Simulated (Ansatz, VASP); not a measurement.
B3C2 in VASP and in Ansatz

File INCAR:

```
  PREC = Accurate
  ENCUT = 600
  EDIFF = 1E-6
  ISMEAR = 0
  SIGMA = 0.1
  LREAL = False
  LASPH = True
  NELM = 100
  ALGO = Normal
  ISIF = 3
  LWAVE = False
  LCHARG = False
  GGA = PE
  IBRION = 2
  NSW = 100
  EDIFFG = -0.01
```

File KPOINTS:

```
regular mesh
0
Gamma
  12 12 8
```

Contents of POSCAR:

```
B3C2
1.0
    5.0644539219      0.0000000000      0.0000000000
   -2.5322269610      4.3859457527      0.0000000000
    0.0000000000      0.0000000000      4.5507103486
B C
3 2
Direct
    0.5000000000      0.0000000000      0.0000000000
    0.0000000000      0.5000000000      0.0000000000
    0.5000000000      0.5000000000      0.0000000000
    0.3333333333      0.6666666667      0.0000000000
    0.6666666667      0.3333333333      0.0000000000
```

Input for Ansatz:

```yaml
crystal:
  lattice:
    - [5.0644539219, 0.0, 0.0]
    - [-2.532226961, 4.3859457527, 0.0]
    - [0.0, 0.0, 4.5507103486]
  atoms:
    - { symbol: B, position: [0.5, 0.0, 0.0] }
    - { symbol: B, position: [0.0, 0.5, 0.0] }
    - { symbol: B, position: [0.5, 0.5, 0.0] }
    - { symbol: C, position: [0.3333333333, 0.6666666667, 0.0] }
    - { symbol: C, position: [0.6666666667, 0.3333333333, 0.0] }
basis:
  ecutwfc: 420
kpoints:
  mp_grid: { grid: [12, 12, 8] }
hamiltonian:
  xc: pbe
scf:
  occupations: { method: gaussian, width: 0.1 }
output:
  forces: true
  stress: true
  eigenvalues: true
relax:
  adjacent_minimum: "off"
  f_tol: 0.01
  max_steps: 80
  cell: { stress_tol: 0.05 }
```

Alike in both runs: task relaxation of cell and atoms; functional PBE; k mesh 12 × 12 × 8; occupations gaussian, width 0.1 eV; no spin polarisation.

|  | VASP | Ansatz |
| --- | --- | --- |
| version | VASP 6.6.1 | Ansatz 0.2.0 |
| potentials or method | VASP PAW PBE potentials, release 64 (B, C), cutoff 600 eV | scalar-relativistic, plane waves, PAW |
| valence electrons in the cell | 17 | 17 |

VASP gave:

```
gap on the k mesh at the Fermi level, each at its own relaxed structure (eV) : none
relaxed volume (Å³/atom)                                                     : 20.20
relaxed cell length with the largest relative difference (Å)                 : 5.063
```

Question: What did Ansatz give for the same quantities?

Answer: gap on the k mesh at the Fermi level, each at its own relaxed structure (eV): none; relaxed volume (Å³/atom): 20.22; relaxed cell length with the largest relative difference (Å): 5.064.

A gap of «none» marks a metal or a gap that the smearing closes.
